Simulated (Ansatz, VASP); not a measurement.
# BeAl3 in VASP and in Ansatz

```
Al Be
1.0
    -1.94219    1.94219    3.85189
     1.94219   -1.94219    3.85189
     1.94219    1.94219   -3.85189
Al Be
3 1
Direct
  0.50000 0.50000 0.00000
  0.25000 0.75000 0.50000
  0.75000 0.25000 0.50000
  0.00000 0.00000 0.00000
```

Alike in both runs: functional PBE; k mesh 8 × 8 × 8; occupations fermi-dirac, width 0.05 eV; no spin polarisation.

```csv
,VASP,Ansatz
version,VASP 6.6.1,Ansatz 0.2.0
potentials or method,"VASP PAW PBE potentials, release 64 (Al, Be)",Ansatz PAW
plane-wave cutoff (eV),520,420
valence electrons in the cell,11,11
task,single point,band structure
```

|  | VASP | Ansatz | Ansatz less VASP |
| --- | --- | --- | --- |
| gap on the k mesh at the Fermi level (eV) | none | none | - |
| pressure (GPa) | 0.7 | 0.8 | +0.02 |
| traceless stress, the component that is largest in VASP (GPa) | -0.63 | -0.62 | +0.002 |

A gap of «none» marks a metal or a gap that the smearing closes. With one functional, cell and mesh, what is left measures potentials, basis and numerics.
